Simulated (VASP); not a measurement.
# HfC (P3m1) in VASP: notebook

HfC is run at these levels: PBE; tasks: single point.

Everything below comes from runs of VASP 6.6.1. Logs are shortened: lines on timing, memory, paths and dates and some standing lists are left out, and cuts for length are marked.

**1. The cell of the first run**

The structure is trigonal, space group P3m1 (No. 156). The conventional cell has a = 3.255 Å, b = 3.255 Å, c = 2.893 Å, α = 90.00°, β = 90.00°, γ = 120.00°. Within 3.0 Å of Hf (site symmetry 3m) lie 6 C at 2.30 to 2.45 Å and 2 Hf at 2.89 Å. C (site symmetry 3m) has 6 Hf at 2.30 to 2.45 Å and 2 C at 2.89 Å within 3.0 Å.

**2. Single point, PBE**

File INCAR:

```
  ALGO = Normal
  EDIFF = 1E-7
  ENCUT = 520
  GGA = PE
  ISIF = 2
  ISMEAR = 0
  LASPH = T
  LCHARG = T
  LELF = T
  LREAL = F
  LVHAR = T
  LWAVE = F
  NBANDS = 14
  NELM = 80
  PREC = Accurate
  SIGMA = 0.1
```

File KPOINTS:

```
k-points
0
Gamma
  6 6 4
```

File POSCAR:

```
HfC
1.0
    3.2547659623      0.0000000000      0.0000000000
   -1.6273829811      2.8187100067      0.0000000000
    0.0000000000      0.0000000000      2.8929827412
Hf C
1 1
Direct
    0.6666666667      0.3333333333      0.4356960726
    0.3333333333      0.6666666667     -0.0230667026
```

Potentials or basis: VASP PAW PBE potentials, release 64 (Hf_pv, C).

Run with:

```bash
> cat potpaw_PBE.64/Hf_pv/POTCAR potpaw_PBE.64/C/POTCAR > POTCAR
> mpirun -np 1 vasp_std > vasp.out
```

OUTCAR:

```text
EDIFF = 1E-7
   ENCUT = 520
   GGA = PE
   ISIF = 2
   ISMEAR = 0
   LASPH = T
   LREAL = F
   NELM = 80
   PREC = Accurate

 ion  position               nearest neighbor table
   1  0.667  0.333  0.436-   2 2.30   2 2.30   2 2.30   2 2.45   2 2.45   2 2.45
   2  0.333  0.667  0.977-   1 2.30   1 2.30   1 2.30   1 2.45   1 2.45   1 2.45

  LATTYP: Found a hexagonal cell.
 ALAT       =     3.2547659623
 C/A-ratio  =     0.8888450889

  Lattice vectors:

 A1 = (   3.2547659623,   0.0000000000,   0.0000000000)
 A2 = (  -1.6273829811,   2.8187100067,   0.0000000000)
 A3 = (   0.0000000000,   0.0000000000,   2.8929827412)

Analysis of symmetry for initial positions (statically):
=====================================================================
 Subroutine PRICEL returns:
 Original cell was already a primitive cell.

 Routine SETGRP: Setting up the symmetry group for a
 hexagonal supercell.

 Subroutine GETGRP returns: Found  6 space group operations
 (whereof  6 operations were pure point group operations)
 out of a pool of 24 trial point group operations.

The static configuration has the point symmetry C_3v.

Analysis of symmetry for dynamics (positions and initial velocities):
=====================================================================
 Subroutine PRICEL returns:
 Original cell was already a primitive cell.

 Routine SETGRP: Setting up the symmetry group for a
 hexagonal supercell.

 Subroutine GETGRP returns: Found  6 space group operations
 (whereof  6 operations were pure point group operations)
 out of a pool of 24 trial point group operations.

The dynamic configuration has the point symmetry C_3v.

 Subroutine INISYM returns: Found  6 space group operations
 (whereof  6 operations are pure point group operations),
 and found     1 'primitive' translations

----------------------------------------------------------------------------------------

                                     Primitive cell

  volume of cell :      26.5409

  direct lattice vectors                    reciprocal lattice vectors
     3.254765962  0.000000000  0.000000000     0.307241753  0.177386109  0.000000000
    -1.627382981  2.818710007  0.000000000     0.000000000  0.354772218  0.000000000
     0.000000000  0.000000000  2.892982741     0.000000000  0.000000000  0.345664005

  length of vectors
     3.254765962  3.254765962  2.892982741     0.354772218  0.354772218  0.345664005

  position of ions in fractional coordinates (direct lattice)
     0.666666667  0.333333333  0.435696073
     0.333333333  0.666666667  0.976933297

  ion indices of the primitive-cell ions
   primitive index   ion index
                 1           1
                 2           2

----------------------------------------------------------------------------------------

 KPOINTS: k-points

Automatic generation of k-mesh.
 Grid dimensions read from file:
 generate k-points for:    6    6    4

 Generating k-lattice:

  Cartesian coordinates                     Fractional coordinates (reciprocal lattice)
     0.051206959  0.029564351  0.000000000     0.166666667  0.000000000  0.000000000
     0.000000000  0.059128703  0.000000000     0.000000000  0.166666667  0.000000000
     0.000000000  0.000000000  0.086416001     0.000000000  0.000000000  0.250000000

  Length of vectors
     0.059128703  0.059128703  0.086416001

  Shift w.r.t. Gamma in fractional coordinates (k-lattice)
     0.000000000  0.000000000  0.000000000

 Subroutine IBZKPT returns following result:
 ===========================================

 Found     24 irreducible k-points:

 Following reciprocal coordinates:
            Coordinates               Weight
  0.000000  0.000000  0.000000      1.000000
  0.166667  0.000000  0.000000      6.000000
  0.333333  0.000000  0.000000      6.000000
  0.500000  0.000000  0.000000      3.000000
  0.166667  0.166667  0.000000      6.000000
  0.333333  0.166667  0.000000     12.000000
[... 16 lines left out ...]
  0.333333  0.166667  0.500000     12.000000
  0.333333  0.333333  0.500000      2.000000
   k-points           NKPTS =     24   k-points in BZ     NKDIM =     24   number of bands    NBANDS=     14
   number of dos      NEDOS =    301   number of ions     NIONS =      2
   total plane-waves  NPLWV =  13824
   dimension x,y,z NGX =    24 NGY =   24 NGZ =   24
   dimension x,y,z NGXF=    48 NGYF=   48 NGZF=   48
   ions per type =               1   1
   NGX,Y,Z   is equivalent  to a cutoff of  12.26, 12.26, 13.79 a.u.
   NGXF,Y,Z  is equivalent  to a cutoff of  24.52, 24.52, 27.58 a.u.
 SYSTEM =  unknown system
   PREC   = accura    normal or accurate (medium, high low for compatibility)
   ISTART =      0    job   : 0-new  1-cont  2-samecut
   ICHARG =      2    charge: 1-file 2-atom 10-const
   ISPIN  =      1    spin polarized calculation?
   LNONCOLLINEAR =      F non collinear calculations
   LSORBIT =      F    spin-orbit coupling
   LASPH  =      T    aspherical Exc in radial PAW
   ENCUT  =  520.0 eV  38.22 Ry    6.18 a.u.   6.05  6.05  5.38*2*pi/ulx,y,z
   NELM   =     80;   NELMIN=  2; NELMDL= -5     # of ELM steps
   EDIFF  = 0.1E-06   stopping-criterion for ELM
   LREAL  =      F    real-space projection
   EDIFFG = 0.1E-05   stopping-criterion for IOM
   NSW    =      0    number of steps for IOM
   IBRION =     -1    ionic relax: 0-MD 1-quasi-New 2-CG
   NFREE  =      0    steps in history (QN), initial steepest desc. (CG)
   ISIF   =      2    stress and relaxation
   ISYM   =      2    0-nonsym 1-usesym 2-fastsym
   POTIM  = 0.5000    time-step for ionic-motion
   TEBEG  =    0.0;   TEEND  =   0.0 temperature during run
   PSTRESS=    0.0 pullay stress
   NELECT =      14.0000    total number of electrons
   NUPDOWN=      -1.0000    fix difference up-down
   EMIN   =  10.00;   EMAX   =-10.00  energy-range for DOS
   EFERMI =   0.00;   METHOD = LEGACY
   ISMEAR =     0;   SIGMA  =   0.10  broadening in eV -4-tet -1-fermi 0-gaus
   EFERMI_NEDOS =   21; number of points for ismear=-14 and -15
   IALGO  =     38    algorithm
   IMIX   =      4    mixing-type and parameters
     AMIX     =   0.40;   BMIX     =  1.00
     AMIX_MAG =   1.60;   BMIX_MAG =  1.00
  volume/ion in A,a.u.               =      13.27        89.55
  Fermi-wavevector in a.u.,A,eV,Ry     =   1.322753  2.499641 23.805790  1.749676
  Thomas-Fermi vector in A             =   2.452411
   LORBIT       =      0    0 simple, 1 ext, 2 COOP (PROOUT), +10 PAW based schemes
   GGA     = PE    functional components
   LHFCALC =     F    Hartree Fock is set to
   AEXX    =    0.0000 exact exchange contribution
   IVDW    =     0    specifies the selected vdW correction
   LEPSILON=     F    determine dielectric tensor
   LRPA    =     F    only Hartree local field effects (RPA)
 non-spin polarized calculation
 Gauss-broadening in eV      SIGMA  =   0.10
  energy-cutoff  :      520.00
  volume of cell :       26.54
 maximum number of plane-waves:       732
   NGX = 13   NGY = 13   NGZ = 11

 number of electron      13.9999998 magnetization

 Free energy of the ion-electron system (eV)
  ---------------------------------------------------
  ext. energy  EPLUGINS =         0.00000000
  ---------------------------------------------------
  free energy    TOTEN  =       -19.52046354 eV

  energy without entropy =      -19.51982638  energy(sigma->0) =      -19.52014496

 E-fermi :   5.4863     XC(G=0): -11.9457

 val. band max:        5.3767122797   @ k =   0.3333   0.3333   0.5000
 cond. band min:       5.6047471085   @ k =   0.5000   0.0000   0.0000
 fundamental gap:      0.2280348288
 Fermi energy:         5.4863455177

 k-point     1 :       0.0000    0.0000    0.0000
  band No.  band energies     occupation
      1     -24.3458      2.00000
      2     -24.3458      2.00000
      3     -23.9150      2.00000
      4      -6.4317      2.00000
      5       3.7642      2.00000
      6       3.7642      2.00000
      7       4.1519      2.00000
      8       7.4424      0.00000
      9      10.2025      0.00000
     10      11.5308      0.00000
     11      11.5308      0.00000
     12      12.4679      0.00000
     13      12.4679      0.00000
     14      18.9557      0.00000

 k-point     2 :       0.1667    0.0000    0.0000
  band No.  band energies     occupation
      1     -24.4931      2.00000
      2     -24.3787      2.00000
      3     -23.8984      2.00000
      4      -5.8998      2.00000
      5       2.6377      2.00000
      6       4.1951      2.00000
      7       4.5395      2.00000
      8       6.7221      0.00000
      9      10.9984      0.00000
     10      11.3296      0.00000
     11      11.8800      0.00000
     12      12.2192      0.00000
     13      12.7421      0.00000
     14      18.7470      0.00000

 k-point     3 :       0.3333    0.0000    0.0000
  band No.  band energies     occupation
      1     -24.7749      2.00000
      2     -24.4438      2.00000
      3     -23.8652      2.00000
      4      -4.7055      2.00000
      5       1.1973      2.00000
      6       4.7800      2.00000
      7       5.1175      2.00000
      8       5.6979      0.00277
      9      10.3165      0.00000
     10      11.0826      0.00000
     11      11.8078      0.00000
     12      13.2825      0.00000
     13      14.5319      0.00000
     14      18.9575      0.00000

 k-point     4 :       0.5000    0.0000    0.0000
  band No.  band energies     occupation
      1     -24.9101      2.00000
      2     -24.4760      2.00000
      3     -23.8485      2.00000
      4      -3.9953      2.00000
      5       0.6074      2.00000
      6       4.4925      2.00000
      7       5.3070      1.98880
      8       5.6047      0.09404
      9      11.0026      0.00000
     10      11.0621      0.00000
     11      11.6432      0.00000
     12      13.0954      0.00000
     13      15.7226      0.00000
     14      17.3703      0.00000

 k-point     5 :       0.1667    0.1667    0.0000
  band No.  band energies     occupation
      1     -24.6791      2.00000
      2     -24.4558      2.00000
      3     -23.8735      2.00000
      4      -5.0201      2.00000
      5       1.6167      2.00000
      6       4.3907      2.00000
      7       5.1665      1.99999
      8       5.9621      0.00000
      9      10.0560      0.00000
     10      10.9243      0.00000
     11      11.9440      0.00000
[... 276 lines left out ...]
 k-point    22 :       0.1667    0.1667    0.5000
  band No.  band energies     occupation
      1     -24.8816      2.00000
      2     -24.5331      2.00000
      3     -24.3356      2.00000
      4      -3.4200      2.00000
      5       1.0403      2.00000
      6       2.8793      2.00000
      7       4.6243      2.00000
      8       6.1019      0.00000
      9       9.7757      0.00000
     10      11.0058      0.00000
     11      13.6204      0.00000
     12      13.8322      0.00000
     13      18.0512      0.00000
     14      18.6391      0.00000

 k-point    23 :       0.3333    0.1667    0.5000
  band No.  band energies     occupation
      1     -24.8321      2.00000
      2     -24.6774      2.00000
      3     -24.4204      2.00000
      4      -3.5911      2.00000
      5       1.6115      2.00000
      6       1.8623      2.00000
      7       4.7572      2.00000
      8       6.6970      0.00000
      9      11.9650      0.00000
     10      12.1679      0.00000
     11      12.9749      0.00000
     12      15.2383      0.00000
     13      16.9712      0.00000
     14      18.1395      0.00000

 k-point    24 :       0.3333    0.3333    0.5000
  band No.  band energies     occupation
      1     -24.8155      2.00000
      2     -24.6081      2.00000
      3     -24.5685      2.00000
      4      -3.5512      2.00000
      5       0.9058      2.00000
      6       2.1189      2.00000
      7       5.3767      1.87897
      8       7.1176      0.00000
      9      11.4837      0.00000
     10      12.2739      0.00000
     11      14.2939      0.00000
     12      15.3894      0.00000
     13      16.6930      0.00000
     14      17.0482      0.00000

------------------------ aborting loop because EDIFF is reached ----------------------------------------

  FORCE on cell =-STRESS in cart. coord.  units (eV):
  Direction    XX          YY          ZZ          XY          YZ          ZX
  --------------------------------------------------------------------------------------
  -------------------------------------------------------------------------------------
  Total       -0.1004991     -0.1004991     -0.1993254     -0.0000000      0.0000000      0.0000000
  in kB       -6.0667590     -6.0667590    -12.0325366     -0.0000000      0.0000000      0.0000000
  external PRESSURE =      -8.0553515 kB  Pullay stress =       0.0000000 kB

 VOLUME and BASIS-vectors are now :
 -----------------------------------------------------------------------------
  energy-cutoff  :      520.00
  volume of cell :       26.54
      direct lattice vectors                 reciprocal lattice vectors
     3.254765962  0.000000000  0.000000000     0.307241753  0.177386109  0.000000000
    -1.627382981  2.818710007  0.000000000     0.000000000  0.354772218  0.000000000
     0.000000000  0.000000000  2.892982741     0.000000000  0.000000000  0.345664005

 POSITION                                       TOTAL-FORCE (eV/Angst)
 -----------------------------------------------------------------------------------
      1.62738      0.93957      1.26046         0.000000     -0.000000     -0.012236
     -0.00000      1.87914      2.82625        -0.000000      0.000000      0.012236
 -----------------------------------------------------------------------------------
    total drift:                                0.000000     -0.000000     -0.000067

  FREE ENERGIE OF THE ION-ELECTRON SYSTEM (eV)
  ---------------------------------------------------
  free  energy   TOTEN  =       -19.5204635354 eV

  energy  without entropy=      -19.5198263823  energy(sigma->0) =      -19.52014496
```

Wall time 5.2 s (1 thread of Intel Xeon Platinum 8488C (Sapphire Rapids), shared host); peak memory 0.14 GiB.

Results:

| Quantity | Value |
| --- | --- |
| Free energy | -19.5205 eV |
| Pressure | -0.8 GPa |
| Largest force | 0.012 eV/Å |
| Band gap on the k mesh | 0.23 eV, indirect (least direct gap 0.30 eV) |

Forces in eV/Å, atoms in the order of the input:
```
Hf   0.000  0.000 -0.012
C    0.000  0.000  0.012
```

Caveat: the k points lie up to 0.54 Å⁻¹ apart; spin-orbit coupling is left out, which moves the levels of the heavy elements. A k mesh can miss the band edges.

**3. Single point, PBE**

This run uses another cell than the first one, of 13.31 Å³/atom, 1.003 times its volume.

File INCAR:

```
PREC = Accurate
ENCUT = 520
EDIFF = 1E-6
ISMEAR = 0
SIGMA = 0.1
LREAL = F
LASPH = T
NELM = 60
ALGO = Normal
ISIF = 2
LWAVE = F
LCHARG = F
GGA = PE
NBANDS = 14
```

File KPOINTS:

```
regular mesh
0
Gamma
  6 6 6
```

File POSCAR:

```
HfC
1.0
    3.2515067681      0.0000000000      0.0000000000
   -1.6257533840      2.8158874617      0.0000000000
    0.0000000000      0.0000000000      2.9066139195
Hf C
1 1
Direct
    0.6666666667      0.3333333333      0.4360525124
    0.3333333333      0.6666666667      0.9765768576
```

Potentials or basis: VASP PAW PBE potentials, release 64 (Hf_pv, C).

Run with:

```bash
> cat potpaw_PBE.64/Hf_pv/POTCAR potpaw_PBE.64/C/POTCAR > POTCAR
> mpirun -np 1 vasp_std > vasp.out
```

Run time: 5.5 s. Hardware: 1 thread of Intel Xeon Platinum 8488C (Sapphire Rapids), shared host; peak memory 0.14 GiB.

The run converged. Its results:

* Free energy: -19.5156 eV
* Pressure: -1.2 GPa
* Band gap on the k mesh: 0.28 eV, indirect (least direct gap 0.38 eV)

Stress tensor (GPa, compression positive):
```
-1.00  0.00  0.00
 0.00 -1.00  0.00
 0.00  0.00 -1.49
```

Levels at points of the mesh, in eV from the valence-band top:
```csv
k point,band 5,band 6,band 7,band 8,band 9,band 10
"(0.00, 0.00, 0.00)",-1.55,-1.55,-1.22,2.04,4.86,6.11
"(0.50, 0.00, 0.00)",-4.75,-0.88,-0.11,0.28,5.63,5.68
"(0.00, 0.00, 0.50)",-5.85,-0.47,-0.47,2.24,2.24,5.42
"(0.50, 0.00, 0.50)",-3.86,-2.21,-2.16,1.81,6.42,6.99
```

Caveat: spin-orbit coupling is left out, which moves the levels of the heavy elements.
